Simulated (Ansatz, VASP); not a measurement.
Li2BrCl: VASP beside Ansatz

Contents of POSCAR:

```
Li2BrCl
1.0
    1.8760659209      1.0831471644      6.1164156592
   -1.8760659209      1.0831471644      6.1164156592
    0.0000000000     -2.1662943289      6.1164156591
Cl Br Li
1 1 2
Direct
    1.0000000000      0.0000000000      0.0000000000
    0.5000000000      0.5000000000      0.5000000000
    0.2543610291      0.2543610291      0.2543610291
    0.7456389709      0.7456389709      0.7456389709
```

The input INCAR.step1:

```
SYSTEM = Li2BrCl
PREC     = Accurate       ! precision mode
ENCUT    = 520            ! plane-wave cutoff, eV
ISMEAR   = 0              ! smearing method
SIGMA    = 0.01           ! smearing width, eV
LREAL    = .FALSE.        ! projectors in reciprocal space
LASPH    = .TRUE.         ! aspherical terms in the spheres
NELM     = 60             ! most SCF steps
NBANDS   = 18             ! bands
GGA      = PE             ! functional
ALGO     = Normal         ! electronic algorithm
EDIFF    = 1E-4           ! SCF threshold, eV
LWAVE    = .TRUE.         ! write WAVECAR
LCHARG   = .FALSE.        ! write CHGCAR
```

INCAR.step2

```
SYSTEM = Li2BrCl
PREC     = Accurate       ! precision mode
ENCUT    = 520            ! plane-wave cutoff, eV
EDIFF    = 1E-6           ! SCF threshold, eV
ISMEAR   = 0              ! smearing method
SIGMA    = 0.01           ! smearing width, eV
LREAL    = .FALSE.        ! projectors in reciprocal space
LASPH    = .TRUE.         ! aspherical terms in the spheres
NELM     = 60             ! most SCF steps
ALGO     = Normal         ! electronic algorithm
ISIF     = 2              ! what is computed and relaxed
LWAVE    = .FALSE.        ! write WAVECAR
LCHARG   = .TRUE.         ! write CHGCAR
METAGGA  = R2SCAN         ! meta-GGA
LMIXTAU  = .TRUE.       
LELF     = .TRUE.         ! ELF
LVHAR    = .TRUE.       
NBANDS   = 18             ! bands
ISTART   = 1
```

File KPOINTS:

```
Automatic mesh
0
G
  8 8 8
  0 0 0
```

Input for Ansatz:

```yaml
crystal:
  lattice:
    - [1.8760659209, 1.0831471644, 6.1164156592]
    - [-1.8760659209, 1.0831471644, 6.1164156592]
    - [0.0, -2.1662943289, 6.1164156591]
  atoms:
    - { symbol: Cl, position: [1.0, 0.0, 0.0] }
    - { symbol: Br, position: [0.5, 0.5, 0.5] }
    - { symbol: Li, position: [0.2543610291, 0.2543610291, 0.2543610291] }
    - { symbol: Li, position: [0.7456389709, 0.7456389709, 0.7456389709] }
kpoints:
  mp_grid: { grid: [8, 8, 8] }
  band_path:
    path:
      - [0.0, 0.0, 0.0]
      - [0.5, 0.5, 0.5]
      - [0.8124264309, 0.1875735691, 0.5]
      - [0.5, -0.1875735691, 0.1875735691]
      - [0.5, 0.0, 0.0]
      - [0.3437867845, -0.3437867845, 0.0]
      - [0.6562132155, 0.0, 0.3437867845]
      - [0.5, 0.0, 0.5]
    npoints: 1
hamiltonian:
  xc: r2scan
scf:
  occupations: { method: fixed }
  n_extra_bands: 5
output:
  forces: true
  stress: true
  eigenvalues: true
```

Alike in both runs: task single point; functional r2SCAN; k mesh 8 × 8 × 8; no spin polarisation.

|  | VASP | Ansatz |
| --- | --- | --- |
| version | VASP 6.6.1 | Ansatz 0.2.0 |
| potentials or method | VASP PAW PBE potentials, release 64 (Cl, Br, Li_sv) | plane waves, PAW |
| plane-wave cutoff (eV) | 520 | 500 |
| occupations | gaussian, width 0.01 eV | fixed |
| valence electrons in the cell | 20 | 20 |

```csv
,VASP,Ansatz,Ansatz less VASP
gap on the k mesh at the Fermi level (eV),5.96,5.91,-0.051
rms of the force components (eV/Å),0.011,0.000,-0.0114
```

VASP's potentials were made for PBE, not for r2SCAN. Atom by atom the forces differ by 0.011 eV/Å (rms over components).

Noted on VASP's run: the cutoff is short for stress, so the pressure is rough.
